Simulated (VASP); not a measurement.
# Be3Se4 (P-43m) in VASP: a series of runs

Be3Se4 is run at these levels: PBE; tasks: single point, relaxation of cell and atoms.

Everything below comes from runs of VASP 6.6.1. Logs are shortened: lines on timing, memory, paths and dates and some standing lists are left out, and cuts for length are marked.

### Step 1. The cell of the first run

The structure is cubic, space group P-43m (No. 215). Conventional cell: a = 5.120 Å, b = 5.120 Å, c = 5.120 Å, α = 90.00°, β = 90.00°, γ = 90.00°. Within 2.9 Å of Be (site symmetry -42m) lie 4 Se at 2.22 Å. Within 2.9 Å of Se (site symmetry 3m) lie 3 Be at 2.22 Å.

### Step 2. Single point, PBE (atoms taken out)

INCAR

```
ALGO     = Normal         # electronic algorithm
EDIFF    = 1E-6           # SCF threshold, eV
ENCUT    = 520            # plane-wave cutoff, eV
GGA      = PE             # functional
ISIF     = 2              # what is computed and relaxed
ISMEAR   = 0              # smearing method
LASPH    = True           # aspherical terms in the spheres
LCHARG   = False          # write CHGCAR
LREAL    = False          # projectors in reciprocal space
LWAVE    = False          # write WAVECAR
NBANDS   = 24             # bands
NELM     = 80             # most SCF steps
PREC     = Accurate       # precision mode
SIGMA    = 0.2            # smearing width, eV
```

KPOINTS

```
k-points
0
Gamma
  3 3 3
```

POSCAR

```
Be3Se4
1.0
    5.1204341086      0.0000000000      0.0000000000
    0.0000000000      5.1204341086      0.0000000000
    0.0000000000      0.0000000000      5.1204341086
Be Se
3 4
Direct
    0.5000000000      0.0000000000      0.5000000000
    0.0000000000      0.5000000000      0.5000000000
    0.5000000000      0.5000000000      0.0000000000
    0.7497066707      0.7497066707      0.2502933293
    0.2502933293      0.2502933293      0.2502933293
    0.7497066707      0.2502933293      0.7497066707
    0.2502933293      0.7497066707      0.7497066707
```

Potentials or basis: VASP PAW PBE potentials, release 64 (Be, Se).

On the command line:

```console
$ cat potpaw_PBE.64/Be/POTCAR potpaw_PBE.64/Se/POTCAR > POTCAR
$ mpirun -np 1 vasp_std > vasp.out
```

OUTCAR:

```text
EDIFF = 1E-6
   ENCUT = 520
   GGA = PE
   ISIF = 2
   ISMEAR = 0
   LASPH = True
   LREAL = False
   NELM = 80
   PREC = Accurate

 ion  position               nearest neighbor table
   1  0.500  0.000  0.500-   4 2.22   5 2.22   6 2.22   7 2.22
   2  0.000  0.500  0.500-   4 2.22   5 2.22   6 2.22   7 2.22
   3  0.500  0.500  0.000-   4 2.22   5 2.22   6 2.22   7 2.22
   4  0.750  0.750  0.250-   1 2.22   2 2.22   3 2.22
   5  0.250  0.250  0.250-   1 2.22   2 2.22   3 2.22
   6  0.750  0.250  0.750-   1 2.22   2 2.22   3 2.22
   7  0.250  0.750  0.750-   1 2.22   2 2.22   3 2.22

  LATTYP: Found a simple cubic cell.
 ALAT       =     5.1204341086

  Lattice vectors:

 A1 = (   5.1204341086,   0.0000000000,   0.0000000000)
 A2 = (   0.0000000000,   5.1204341086,   0.0000000000)
 A3 = (   0.0000000000,   0.0000000000,   5.1204341086)

Analysis of symmetry for initial positions (statically):
=====================================================================
 Subroutine PRICEL returns:
 Original cell was already a primitive cell.

 Routine SETGRP: Setting up the symmetry group for a
 simple cubic supercell.

 Subroutine GETGRP returns: Found 24 space group operations
 (whereof 24 operations were pure point group operations)
 out of a pool of 48 trial point group operations.

The static configuration has the point symmetry T_d .

Analysis of symmetry for dynamics (positions and initial velocities):
=====================================================================
 Subroutine PRICEL returns:
 Original cell was already a primitive cell.

 Routine SETGRP: Setting up the symmetry group for a
 simple cubic supercell.

 Subroutine GETGRP returns: Found 24 space group operations
 (whereof 24 operations were pure point group operations)
 out of a pool of 48 trial point group operations.

The dynamic configuration has the point symmetry T_d .

 Subroutine INISYM returns: Found 24 space group operations
 (whereof 24 operations are pure point group operations),
 and found     1 'primitive' translations

----------------------------------------------------------------------------------------

                                     Primitive cell

  volume of cell :     134.2519

[... 78 lines left out ...]
   LREAL  =      F    real-space projection
   EDIFFG = 0.1E-04   stopping-criterion for IOM
   NSW    =      0    number of steps for IOM
   IBRION =     -1    ionic relax: 0-MD 1-quasi-New 2-CG
   NFREE  =      0    steps in history (QN), initial steepest desc. (CG)
   ISIF   =      2    stress and relaxation
   ISYM   =      2    0-nonsym 1-usesym 2-fastsym
   POTIM  = 0.5000    time-step for ionic-motion
   TEBEG  =    0.0;   TEEND  =   0.0 temperature during run
   PSTRESS=    0.0 pullay stress
   NELECT =      30.0000    total number of electrons
   NUPDOWN=      -1.0000    fix difference up-down
   EMIN   =  10.00;   EMAX   =-10.00  energy-range for DOS
   EFERMI =   0.00;   METHOD = LEGACY
   ISMEAR =     0;   SIGMA  =   0.20  broadening in eV -4-tet -1-fermi 0-gaus
   EFERMI_NEDOS =   21; number of points for ismear=-14 and -15
   IALGO  =     38    algorithm
   IMIX   =      4    mixing-type and parameters
     AMIX     =   0.40;   BMIX     =  1.00
     AMIX_MAG =   1.60;   BMIX_MAG =  1.00
  volume/ion in A,a.u.               =      19.18       129.43
  Fermi-wavevector in a.u.,A,eV,Ry     =   0.993440  1.877330 13.427913  0.986924
  Thomas-Fermi vector in A             =   2.125322
   LORBIT       =      0    0 simple, 1 ext, 2 COOP (PROOUT), +10 PAW based schemes
   GGA     = PE    functional components
   LHFCALC =     F    Hartree Fock is set to
   AEXX    =    0.0000 exact exchange contribution
   IVDW    =     0    specifies the selected vdW correction
   LEPSILON=     F    determine dielectric tensor
   LRPA    =     F    only Hartree local field effects (RPA)
 non-spin polarized calculation
 Gauss-broadening in eV      SIGMA  =   0.20
  energy-cutoff  :      520.00
  volume of cell :      134.25
 maximum number of plane-waves:      3695
 NGX is ok and might be reduce to    40
   NGX = 19   NGY = 19   NGZ = 19

 number of electron      30.0000007 magnetization

 Free energy of the ion-electron system (eV)
  ---------------------------------------------------
  ext. energy  EPLUGINS =         0.00000000
  ---------------------------------------------------
  free energy    TOTEN  =       -28.57869020 eV

  energy without entropy =      -28.48281483  energy(sigma->0) =      -28.53075252

 E-fermi :   2.6436     XC(G=0):  -9.2146

 val. band max:        2.4771065049   @ k =   0.3333   0.0000   0.0000
 cond. band min:       2.7153570599   @ k =   0.3333   0.3333   0.3333
 fundamental gap:      0.2382505550
 Fermi energy:         2.6436034612

 k-point     1 :       0.0000    0.0000    0.0000
  band No.  band energies     occupation
      1     -10.9562      2.00000
      2      -9.1825      2.00000
      3      -9.1825      2.00000
      4      -9.1825      2.00000
      5      -2.3733      2.00000
      6      -2.3733      2.00000
[... 97 lines left out ...]
     23       9.5856      0.00000
     24       9.5856      0.00000

------------------------ aborting loop because EDIFF is reached ----------------------------------------

  FORCE on cell =-STRESS in cart. coord.  units (eV):
  Direction    XX          YY          ZZ          XY          YZ          ZX
  --------------------------------------------------------------------------------------
  -------------------------------------------------------------------------------------
  Total       -0.1002081     -0.1002081     -0.1002081     -0.0000000     -0.0000000     -0.0000000
  in kB       -1.1958952     -1.1958952     -1.1958952     -0.0000000     -0.0000000     -0.0000000
  external PRESSURE =      -1.1958952 kB  Pullay stress =       0.0000000 kB

 VOLUME and BASIS-vectors are now :
 -----------------------------------------------------------------------------
  energy-cutoff  :      520.00
  volume of cell :      134.25
      direct lattice vectors                 reciprocal lattice vectors
     5.120434109  0.000000000  0.000000000     0.195295941  0.000000000  0.000000000
     0.000000000  5.120434109  0.000000000     0.000000000  0.195295941  0.000000000
     0.000000000  0.000000000  5.120434109     0.000000000  0.000000000  0.195295941

 POSITION                                       TOTAL-FORCE (eV/Angst)
 -----------------------------------------------------------------------------------
      2.56022      0.00000      2.56022         0.000000      0.000000     -0.000000
      0.00000      2.56022      2.56022         0.000000      0.000000     -0.000000
      2.56022      2.56022      0.00000         0.000000      0.000000      0.000000
      3.83882      3.83882      1.28161         0.008516      0.008516     -0.008516
      1.28161      1.28161      1.28161        -0.008516     -0.008516     -0.008516
      3.83882      1.28161      3.83882         0.008516     -0.008516      0.008516
      1.28161      3.83882      3.83882        -0.008516      0.008516      0.008516
 -----------------------------------------------------------------------------------
    total drift:                                0.000000      0.000000      0.000000

  FREE ENERGIE OF THE ION-ELECTRON SYSTEM (eV)
  ---------------------------------------------------
  free  energy   TOTEN  =       -28.5786902045 eV

  energy  without entropy=      -28.4828148264  energy(sigma->0) =      -28.53075252
```

stdout:

```text
POSCAR found type information on POSCAR BeSe
 POSCAR found :  2 types and       7 ions
 scaLAPACK will be used
 LDA part: xc-table for (Slater+PW92), standard interpolation
 POSCAR, INCAR and KPOINTS ok, starting setup
 FFT: planning ... GRIDC
 FFT: planning ... GRID_SOFT
 FFT: planning ... GRID
 WAVECAR not read
 entering main loop
```

It took 18 s on 1 thread of Intel Xeon Platinum 8488C (Sapphire Rapids), shared host; peak memory 0.23 GiB.

What came out:

* Free energy: -28.5787 eV
* Pressure: -0.1 GPa
* Largest force: 0.015 eV/Å
* Band gap on the k mesh: zero (bands 15 and 16 overlap by 0.70 eV)

Forces on the atoms (eV/Å):
```
Be   0.000  0.000  0.000
Be   0.000  0.000  0.000
Be   0.000  0.000  0.000
Se   0.009  0.009 -0.009
Se  -0.009 -0.009 -0.009
Se   0.009 -0.009  0.009
Se  -0.009  0.009  0.009
```

Caveat: the k points lie up to 0.41 Å⁻¹ apart, too coarse for converged energies and pressures of a metal; the cell differs from its parent crystal (atoms taken out); semilocal functionals underestimate gaps, so a narrow gap can read as zero.

(Part 1 of 2 ends here.)
